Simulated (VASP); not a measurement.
# AlN in VASP: notebook

The runs below take AlN through single point, with PBE.

Everything below comes from runs of VASP 6.6.1. Logs are shortened: lines on timing, memory, paths and dates and some standing lists are left out, and cuts for length are marked.

### 1 The cell of the first run

It takes space group C2/m (No. 12, monoclinic). Conventional cell: a = 3.909 Å, b = 3.910 Å, c = 9.589 Å, α = 90.00°, β = 92.99°, γ = 90.00°. Within 2.6 Å of Al (site symmetry m) lie 5 N at 1.96 to 2.11 Å. Within 2.6 Å of N (site symmetry m) lie 5 Al at 1.96 to 2.11 Å.

### 2 Single point, PBE

Contents of INCAR:

```
ALGO = Normal ; EDIFF = 1E-7
ENCUT = 520 ; GGA = PE
ISIF = 2 ; ISMEAR = 0
LASPH = True ; LCHARG = False
LREAL = False ; LWAVE = False
NBANDS = 16 ; NELM = 60
PREC = Accurate ; SIGMA = 0.1
```

Contents of KPOINTS:

```
k-points
0
Gamma
  6 6 2
```

Contents of POSCAR:

```
AlN
1.0
    1.9545706816     -1.9547904587      0.0000000000
    1.9545706816      1.9547904587      0.0000000000
   -0.5005198777      0.0000000000      9.5757690531
Al N
2 2
Direct
    0.7362947899      0.7362947899      0.8946171511
    0.2637052101      0.2637052101      0.1053828489
    0.2350951235      0.2350951235      0.8853629584
    0.7649048765      0.7649048765      0.1146370416
```

Potentials or basis: VASP PAW PBE potentials, release 64 (Al, N).

Launch:

```console
$ cat potpaw_PBE.64/Al/POTCAR potpaw_PBE.64/N/POTCAR > POTCAR
$ mpirun -np 1 vasp_std > vasp.out
```

OUTCAR:

```text
EDIFF = 1E-7
   ENCUT = 520
   GGA = PE
   ISIF = 2
   ISMEAR = 0
   LASPH = True
   LREAL = False
   NELM = 60
   PREC = Accurate

 ion  position               nearest neighbor table
   1  0.736  0.736  0.895-   3 1.96   3 1.96   3 1.96   3 1.96   4 2.11   2 2.81   2 2.81   2 2.81
                             2 2.81
   2  0.264  0.264  0.105-   4 1.96   4 1.96   4 1.96   4 1.96   3 2.11   1 2.81   1 2.81   1 2.81
                             1 2.81
   3  0.235  0.235  0.885-   1 1.96   1 1.96   1 1.96   1 1.96   2 2.11
   4  0.765  0.765  0.115-   2 1.96   2 1.96   2 1.96   2 1.96   1 2.11

  LATTYP: Found a base centered monoclinic cell.
 ALAT       =     3.9091413632
 B/A-ratio  =     1.0001124426
 C/A-ratio  =     2.4529276844
 COS(beta)  =    -0.0521981618

  Lattice vectors:

 A1 = (   1.9545706816,  -1.9547904587,   0.0000000000)
 A2 = (   1.9545706816,   1.9547904587,   0.0000000000)
 A3 = (  -0.5005198777,   0.0000000000,   9.5757690531)

Analysis of symmetry for initial positions (statically):
=====================================================================
 Subroutine PRICEL returns:
 Original cell was already a primitive cell.

 Routine SETGRP: Setting up the symmetry group for a
 base centered monoclinic supercell.

 Subroutine GETGRP returns: Found  4 space group operations
 (whereof  4 operations were pure point group operations)
 out of a pool of  4 trial point group operations.

The static configuration has the point symmetry C_2h.

Analysis of symmetry for dynamics (positions and initial velocities):
=====================================================================
 Subroutine PRICEL returns:
 Original cell was already a primitive cell.

 Routine SETGRP: Setting up the symmetry group for a
 base centered monoclinic supercell.

 Subroutine GETGRP returns: Found  4 space group operations
 (whereof  4 operations were pure point group operations)
 out of a pool of  4 trial point group operations.

The dynamic configuration has the point symmetry C_2h.

 Subroutine INISYM returns: Found  4 space group operations
 (whereof  4 operations are pure point group operations),
 and found     1 'primitive' translations

----------------------------------------------------------------------------------------

                                     Primitive cell

  volume of cell :      73.1737

  direct lattice vectors                    reciprocal lattice vectors
     1.954570682 -1.954790459  0.000000000     0.255810652 -0.255781891  0.013371074
     1.954570682  1.954790459  0.000000000     0.255810652  0.255781891  0.013371074
    -0.500519878  0.000000000  9.575769053     0.000000000  0.000000000  0.104430255

  length of vectors
     2.764335777  2.764335777  9.588841072     0.361997584  0.361997584  0.104430255

  position of ions in fractional coordinates (direct lattice)
     0.736294790  0.736294790  0.894617151
     0.263705210  0.263705210  0.105382849
     0.235095124  0.235095124  0.885362958
     0.764904876  0.764904876  0.114637042

  ion indices of the primitive-cell ions
   primitive index   ion index
                 1           1
                 2           2
                 3           3
                 4           4

----------------------------------------------------------------------------------------

 KPOINTS: k-points

Automatic generation of k-mesh.
 Grid dimensions read from file:
 generate k-points for:    6    6    2

 Generating k-lattice:

  Cartesian coordinates                     Fractional coordinates (reciprocal lattice)
     0.042635109 -0.042630315  0.002228512     0.166666667 -0.000000000  0.000000000
     0.042635109  0.042630315  0.002228512    -0.000000000  0.166666667  0.000000000
     0.000000000  0.000000000  0.052215127     0.000000000  0.000000000  0.500000000

  Length of vectors
     0.060332931  0.060332931  0.052215127

  Shift w.r.t. Gamma in fractional coordinates (k-lattice)
     0.000000000  0.000000000  0.000000000

 Subroutine IBZKPT returns following result:
 ===========================================

 Found     26 irreducible k-points:

 Following reciprocal coordinates:
            Coordinates               Weight
  0.000000  0.000000  0.000000      1.000000
  0.166667  0.000000 -0.000000      4.000000
  0.333333  0.000000  0.000000      4.000000
  0.500000  0.000000 -0.000000      2.000000
  0.166667  0.166667 -0.000000      2.000000
  0.333333  0.166667 -0.000000      4.000000
[... 16 lines left out ...]
  0.333333  0.333333  0.500000      2.000000
  0.500000  0.333333  0.500000      4.000000
 [... further k-points ...]
   k-points           NKPTS =     26   k-points in BZ     NKDIM =     26   number of bands    NBANDS=     16
   number of dos      NEDOS =    301   number of ions     NIONS =      4
   total plane-waves  NPLWV =  41472
   dimension x,y,z NGX =    24 NGY =   24 NGZ =   72
   dimension x,y,z NGXF=    48 NGYF=   48 NGZF=  144
   ions per type =               2   2
   NGX,Y,Z   is equivalent  to a cutoff of  14.43, 14.43, 12.48 a.u.
   NGXF,Y,Z  is equivalent  to a cutoff of  28.87, 28.87, 24.97 a.u.
 SYSTEM =  unknown system
   PREC   = accura    normal or accurate (medium, high low for compatibility)
   ISTART =      0    job   : 0-new  1-cont  2-samecut
   ICHARG =      2    charge: 1-file 2-atom 10-const
   ISPIN  =      1    spin polarized calculation?
   LNONCOLLINEAR =      F non collinear calculations
   LSORBIT =      F    spin-orbit coupling
   LASPH  =      T    aspherical Exc in radial PAW
   ENCUT  =  520.0 eV  38.22 Ry    6.18 a.u.   5.14  5.14 17.83*2*pi/ulx,y,z
   NELM   =     60;   NELMIN=  2; NELMDL= -5     # of ELM steps
   EDIFF  = 0.1E-06   stopping-criterion for ELM
   LREAL  =      F    real-space projection
   EDIFFG = 0.1E-05   stopping-criterion for IOM
   NSW    =      0    number of steps for IOM
   IBRION =     -1    ionic relax: 0-MD 1-quasi-New 2-CG
   NFREE  =      0    steps in history (QN), initial steepest desc. (CG)
   ISIF   =      2    stress and relaxation
   ISYM   =      2    0-nonsym 1-usesym 2-fastsym
   POTIM  = 0.5000    time-step for ionic-motion
   TEBEG  =    0.0;   TEEND  =   0.0 temperature during run
   PSTRESS=    0.0 pullay stress
   NELECT =      16.0000    total number of electrons
   NUPDOWN=      -1.0000    fix difference up-down
   EMIN   =  10.00;   EMAX   =-10.00  energy-range for DOS
   EFERMI =   0.00;   METHOD = LEGACY
   ISMEAR =     0;   SIGMA  =   0.10  broadening in eV -4-tet -1-fermi 0-gaus
   EFERMI_NEDOS =   21; number of points for ismear=-14 and -15
   IALGO  =     38    algorithm
   IMIX   =      4    mixing-type and parameters
     AMIX     =   0.40;   BMIX     =  1.00
     AMIX_MAG =   1.60;   BMIX_MAG =  1.00
  volume/ion in A,a.u.               =      18.29       123.45
  Fermi-wavevector in a.u.,A,eV,Ry     =   0.986271  1.863783 13.234811  0.972731
  Thomas-Fermi vector in A             =   2.117640
   LORBIT       =      0    0 simple, 1 ext, 2 COOP (PROOUT), +10 PAW based schemes
   GGA     = PE    functional components
   LHFCALC =     F    Hartree Fock is set to
   AEXX    =    0.0000 exact exchange contribution
   IVDW    =     0    specifies the selected vdW correction
   LEPSILON=     F    determine dielectric tensor
   LRPA    =     F    only Hartree local field effects (RPA)
 non-spin polarized calculation
 Gauss-broadening in eV      SIGMA  =   0.10
  energy-cutoff  :      520.00
  volume of cell :       73.17
 maximum number of plane-waves:      1990
 NGX is ok and might be reduce to    24
   NGX = 11   NGY = 11   NGZ = 35

 number of electron      16.0000001 magnetization

 Free energy of the ion-electron system (eV)
  ---------------------------------------------------
  ext. energy  EPLUGINS =         0.00000000
  ---------------------------------------------------
  free energy    TOTEN  =       -27.97636554 eV

  energy without entropy =      -27.97636554  energy(sigma->0) =      -27.97636554

 E-fermi :   2.1437     XC(G=0):  -7.0419

 val. band max:        1.6578691950   @ k =   0.3333   0.0000   0.0000
 cond. band min:       4.5734963325   @ k =   0.0000   0.0000   0.0000
 fundamental gap:      2.9156271375
 Fermi energy:         2.1437079270

 k-point     1 :       0.0000    0.0000    0.0000
  band No.  band energies     occupation
      1     -14.5370      2.00000
      2     -12.4631      2.00000
      3      -3.3208      2.00000
      4      -0.0638      2.00000
      5       0.4553      2.00000
      6       0.4567      2.00000
[... 8 lines left out ...]
     15      12.3412      0.00000
     16      13.5913      0.00000

 k-point     2 :       0.1667    0.0000   -0.0000
  band No.  band energies     occupation
      1     -14.1497      2.00000
      2     -12.1928      2.00000
      3      -2.9758      2.00000
      4      -1.8878      2.00000
      5      -0.2060      2.00000
      6       0.6240      2.00000
[... 8 lines left out ...]
     15      12.7662      0.00000
     16      13.4247      0.00000

 k-point     3 :       0.3333    0.0000    0.0000
  band No.  band energies     occupation
      1     -13.0961      2.00000
      2     -11.6636      2.00000
      3      -4.4109      2.00000
      4      -3.3900      2.00000
      5      -1.4666      2.00000
      6       0.9435      2.00000
[... 8 lines left out ...]
     15      12.8089      0.00000
     16      14.3666      0.00000

 k-point     4 :       0.5000    0.0000   -0.0000
  band No.  band energies     occupation
      1     -11.8955      2.00000
      2     -11.8933      2.00000
      3      -5.0361      2.00000
      4      -5.0325      2.00000
      5      -0.0360      2.00000
      6      -0.0317      2.00000
[... 8 lines left out ...]
     15      13.0128      0.00000
     16      13.5147      0.00000
[... 324 lines left out ...]
 k-point    22 :      -0.1667    0.1667    0.5000
  band No.  band energies     occupation
      1     -13.7734      2.00000
      2     -11.9326      2.00000
      3      -2.6410      2.00000
      4      -1.7756      2.00000
      5      -1.3259      2.00000
      6      -0.3153      2.00000
[... 8 lines left out ...]
     15      12.0514      0.00000
     16      13.7121      0.00000

 k-point    23 :       0.3333    0.3333    0.5000
  band No.  band energies     occupation
      1     -11.8560      2.00000
      2     -10.9151      2.00000
      3      -3.4861      2.00000
      4      -3.1715      2.00000
      5      -2.8090      2.00000
      6      -1.6137      2.00000
[... 8 lines left out ...]
     15      12.3596      0.00000
     16      13.8117      0.00000

 k-point    24 :       0.5000    0.3333    0.5000
  band No.  band energies     occupation
      1     -10.9450      2.00000
      2     -10.9435      2.00000
      3      -4.1362      2.00000
      4      -4.1340      2.00000
      5      -2.0127      2.00000
      6      -2.0108      2.00000
[... 8 lines left out ...]
     15      13.4497      0.00000
     16      13.7918      0.00000

 [... further k-points ...]

------------------------ aborting loop because EDIFF is reached ----------------------------------------

  FORCE on cell =-STRESS in cart. coord.  units (eV):
  Direction    XX          YY          ZZ          XY          YZ          ZX
  --------------------------------------------------------------------------------------
  -------------------------------------------------------------------------------------
  Total       -0.1251810     -0.1319858     -0.0502122      0.0000000      0.0000000     -0.0218934
  in kB       -2.7409044     -2.8898978     -1.0994215      0.0000000      0.0000000     -0.4793673
  external PRESSURE =      -2.2434079 kB  Pullay stress =       0.0000000 kB

 VOLUME and BASIS-vectors are now :
 -----------------------------------------------------------------------------
  energy-cutoff  :      520.00
  volume of cell :       73.17
      direct lattice vectors                 reciprocal lattice vectors
     1.954570682 -1.954790459  0.000000000     0.255810652 -0.255781891  0.013371074
     1.954570682  1.954790459  0.000000000     0.255810652  0.255781891  0.013371074
    -0.500519878  0.000000000  9.575769053     0.000000000  0.000000000  0.104430255

 POSITION                                       TOTAL-FORCE (eV/Angst)
 -----------------------------------------------------------------------------------
      2.43051      0.00000      8.56665         0.003226      0.000000     -0.006617
      0.97811      0.00000      1.00912        -0.003226      0.000000      0.006617
      0.47588      0.00000      8.47803         0.006862      0.000000      0.015866
      2.93274      0.00000      1.09774        -0.006862      0.000000     -0.015866
 -----------------------------------------------------------------------------------
    total drift:                                0.000000     -0.000000     -0.000000

  FREE ENERGIE OF THE ION-ELECTRON SYSTEM (eV)
  ---------------------------------------------------
  free  energy   TOTEN  =       -27.9763655406 eV

  energy  without entropy=      -27.9763655406  energy(sigma->0) =      -27.97636554
```

Run time: 30 s. Hardware: 1 thread of Intel Xeon Platinum 8259CL at 2.50GHz (Skylake/Cascade Lake), shared host; peak memory 0.19 GiB.

Results:

- Free energy: -27.9764 eV
- Pressure: -0.2 GPa
- Largest force: 0.017 eV/Å
- Band gap on the k mesh: 2.92 eV (least direct gap 2.99 eV)

Forces in eV/Å, atoms in the order of the input:
```
Al   0.003  0.000 -0.007
Al  -0.003  0.000  0.007
N    0.007  0.000  0.016
N   -0.007  0.000 -0.016
```

Stress tensor (GPa, compression positive):
```
-0.27  0.00 -0.05
 0.00 -0.29  0.00
-0.05  0.00 -0.11
```

A k mesh can miss the band edges.

### 3 Single point, PBE

Contents of INCAR:

```
  PREC = Accurate
  ENCUT = 520
  EDIFF = 1E-6
  ISMEAR = 0
  SIGMA = 0.1
  LREAL = False
  LASPH = True
  NELM = 100
  ALGO = Normal
  ISIF = 2
  LWAVE = False
  LCHARG = True
  GGA = PE
  LELF = True
  LVHAR = True
  NBANDS = 16
```

Contents of KPOINTS:

```
Automatic mesh
0
Gamma
  6 6 2
```

Contents of POSCAR:

```
AlN
1.0
    2.7639097958      0.0005985588      0.0478805115
    0.0005235073      2.7639502930     -0.0468275188
    0.1944697073     -0.1850737148      9.5850822823
Al N
2 2
Direct
    0.2637069130      0.7366563720      0.3946201455
    0.7362964928      0.2633455056      0.6053858432
   -0.2350914326      0.2354586935      0.3853659527
    0.2350880269     -0.2354605711      0.6146280586
```

Potentials or basis: VASP PAW PBE potentials, release 64 (Al, N).

Launch:

```console
$ cat potpaw_PBE.64/Al/POTCAR potpaw_PBE.64/N/POTCAR > POTCAR
$ mpirun -np 1 vasp_std > vasp.out
```

Run time: 48 s. Hardware: 1 thread of Intel Xeon Platinum 8259CL at 2.50GHz (Skylake/Cascade Lake), shared host; peak memory 0.2 GiB.

The run converged. Its results:

```
Free energy            : -27.9764 eV
Pressure               : -0.2 GPa
Largest force          : 0.016 eV/Å
Band gap on the k mesh : 2.92 eV (least direct gap 2.99 eV)
```

Forces in eV/Å, atoms in the order of the input:
```
Al   0.000  0.000 -0.007
Al  -0.001  0.000  0.006
N    0.001  0.004  0.016
N   -0.001 -0.004 -0.014
```

Stress tensor (GPa, compression positive):
```
-0.28 -0.01 -0.01
-0.01 -0.28 -0.02
-0.01 -0.02 -0.11
```

Levels at points of the mesh, in eV from the valence-band top:
| k point | band 6 | band 7 | band 8 | band 9 | band 10 | band 11 |
| --- | --- | --- | --- | --- | --- | --- |
| (0.00, 0.00, 0.00) | -1.20 | -0.07 | -0.07 | 2.92 | 5.16 | 5.95 |
| (0.50, 0.00, 0.00) | -1.69 | -0.19 | -0.19 | 5.16 | 5.20 | 8.02 |
| (0.00, 0.50, 0.00) | -1.69 | -0.19 | -0.19 | 5.16 | 5.20 | 8.03 |
| (0.50, 0.50, 0.00) | -3.97 | -1.08 | -1.08 | 4.62 | 4.62 | 7.29 |
| (0.00, 0.00, 0.50) | -1.20 | -0.07 | -0.07 | 3.56 | 3.82 | 6.90 |
| (0.50, 0.00, 0.50) | -1.69 | -0.19 | -0.19 | 5.11 | 5.16 | 8.42 |
| (0.00, 0.50, 0.50) | -1.69 | -0.19 | -0.19 | 5.12 | 5.15 | 8.43 |
| (0.50, 0.50, 0.50) | -3.97 | -1.08 | -1.08 | 4.62 | 4.62 | 7.31 |

A k mesh can miss the band edges.

### 4 Single point, PBE

Contents of INCAR:

```
SYSTEM = AlN
ALGO     = Normal         ! electronic algorithm
EDIFF    = 1E-6           ! SCF threshold, eV
ENCUT    = 520            ! plane-wave cutoff, eV
GGA      = PE             ! functional
ISIF     = 2              ! what is computed and relaxed
ISMEAR   = 0              ! smearing method
LASPH    = .True.         ! aspherical terms in the spheres
LCHARG   = .False.        ! write CHGCAR
LREAL    = .False.        ! projectors in reciprocal space
LWAVE    = .False.        ! write WAVECAR
NBANDS   = 16             ! bands
NELM     = 100            ! most SCF steps
PREC     = Accurate       ! precision mode
SIGMA    = 0.02           ! smearing width, eV
```

Contents of KPOINTS:

```
k-points
0
Gamma
  8 8 4
  0 0 0
```

Contents of POSCAR:

```
AlN
1.0
    1.9540596869     -1.9541897299     -0.0002397574
    1.9540596869      1.9541897299     -0.0002397574
   -0.5015636356      0.0000000000      9.5772117755
Al N
2 2
Direct
    0.7364496298      0.7364496298      0.8945767212
    0.2635503702      0.2635503702      0.1054232788
    0.2352703848      0.2352703848      0.8854801733
    0.7647296152      0.7647296152      0.1145198267
```

Launch:

```console
$ cat potpaw_PBE.64/Al/POTCAR potpaw_PBE.64/N/POTCAR > POTCAR
$ mpirun -np 1 vasp_std > vasp.out
```

Wall time 78 s (1 thread of Intel Xeon Platinum 8259CL at 2.50GHz (Skylake/Cascade Lake), shared host); peak memory 0.23 GiB.

The run converged. Its results:

```yaml
Free_energy: -27.9820 eV
Pressure: -0.1 GPa
Largest_force: 0.005 eV/Å
Band_gap_on_the_k_mesh: 2.91 eV (least direct gap 2.99 eV)
```

Forces in eV/Å, atoms in the order of the input:
```
Al  -0.001  0.000  0.002
Al   0.001  0.000 -0.002
N    0.000  0.000 -0.005
N    0.000  0.000  0.005
```

Stress tensor (GPa, compression positive):
```
-0.16  0.00  0.00
 0.00 -0.17  0.00
 0.00  0.00 -0.05
```

Levels at points of the mesh, in eV from the valence-band top:
| k point | band 6 | band 7 | band 8 | band 9 | band 10 | band 11 |
| --- | --- | --- | --- | --- | --- | --- |
| (0.00, 0.00, 0.00) | -1.20 | -0.07 | -0.07 | 2.91 | 5.15 | 5.96 |
| (0.50, 0.00, 0.00) | -1.69 | -0.19 | -0.19 | 5.16 | 5.20 | 8.03 |
| (0.50, 0.50, 0.00) | -3.98 | -1.08 | -1.08 | 4.63 | 4.63 | 7.30 |
| (0.00, 0.00, 0.50) | -1.20 | -0.07 | -0.07 | 3.56 | 3.82 | 6.90 |
| (0.50, 0.00, 0.50) | -1.69 | -0.19 | -0.19 | 5.11 | 5.15 | 8.43 |
| (0.50, 0.50, 0.50) | -3.98 | -1.08 | -1.08 | 4.63 | 4.63 | 7.31 |

### 5 The runs side by side

| cell | k mesh | smearing | gap on the mesh (eV) | pressure (GPa) | largest force (eV/Å) |
| --- | --- | --- | --- | --- | --- |
| a = 2.764, b = 2.764, c = 9.589 Å, angles 92.1, 92.1, 90.0°, 4 atoms, atomic positions A | 6 × 6 × 2 | gaussian 0.1 eV | 2.92 | -0.2 | 0.02 |
| a = 2.764, b = 2.764, c = 9.589 Å, angles 92.1, 87.8, 90.0°, 4 atoms, atomic positions B | 6 × 6 × 2 | gaussian 0.1 eV | 2.92 | -0.2 | 0.02 |
| a = 2.764, b = 2.764, c = 9.590 Å, angles 92.1, 92.1, 90.0°, 4 atoms, atomic positions C | 8 × 8 × 4 | gaussian 0.02 eV | 2.91 | -0.1 | 0.01 |

Alike in all rows: task single point; level PBE; potentials or basis VASP PAW PBE potentials, release 64 (Al, N); no spin polarisation; cutoff (eV) 520.

Total energies depend on the potentials used, so only differences within one code and one set of settings carry meaning.
